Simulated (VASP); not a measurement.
The system is Sn.

```
CELL_PARAMETERS angstrom
-1.74926 1.79891 2.36911
1.74926 -1.79891 2.36911
1.74926 1.79891 -2.36911
ATOMIC_POSITIONS crystal
Sn 0.00000 0.00000 0.00000
```

Base run:

```yaml
Program: VASP 6.6.1
Functional: PBEsol
Potentials_or_basis: VASP PAW PBE potentials, release 64 (Sn_d)
Cutoff: 520 eV
k_mesh: 11 × 11 × 11
Occupations: fermi-dirac, width 0.05 eV
Spin: no spin polarisation
```

Its results: band gap on the k mesh zero (band 7 reaches 13.63 eV, above the bottom of band 8 at 5.24 eV); pressure -5.0 GPa.

Question: The run is repeated on the same cell with these changes: functional from PBEsol to r2SCAN. What comes out?

Answer: Band gap on the k mesh zero (band 7 reaches 14.15 eV, above the bottom of band 8 at 5.26 eV); pressure -3.7 GPa.

Caveats: the PAW data sets were made with another functional, which shifts forces and pressure a little; spin-orbit coupling is left out, which moves the levels of the heavy elements.
